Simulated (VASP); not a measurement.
A run of VASP 6.6.1:

The input INCAR:

```
ALGO = Fast
EDIFF = 1E-7
ENCUT = 520
GGA = PE
ISIF = 2
ISMEAR = 0
LASPH = T
LCHARG = T
LELF = T
LREAL = F
LVHAR = T
LWAVE = F
NBANDS = 19
NELM = 100
PREC = Accurate
SIGMA = 0.1
```

The input KPOINTS:

```
k-points
0
Gamma
  6 6 6
```

File POSCAR:

```
GaCu
1.0
    0.0000000000      2.5434244549      2.5434244549
    2.5434244549      0.0000000000      2.5434244549
    2.5434244549      2.5434244549      0.0000000000
Ga Cu
1 1
Direct
    0.5000000000      0.5000000000      0.5000000000
    0.0000000000      0.0000000000      0.0000000000
```

Potentials or basis: VASP PAW PBE potentials, release 64 (Ga_d, Cu).

The run is started by

```bash
$ cat potpaw_PBE.64/Ga_d/POTCAR potpaw_PBE.64/Cu/POTCAR > POTCAR
$ mpirun -np 1 vasp_std > vasp.out
```

Hardware: 1 thread of Intel(R) Xeon(R) Platinum 8488C (Sapphire Rapids) (shared host).

Q: Estimate the wall time of this run.

A: It took 13 s on 1 thread of Intel(R) Xeon(R) Platinum 8488C (Sapphire Rapids), with other jobs on the host, peak memory 0.15 GiB. Counts: scf iterations 16, k points 16.
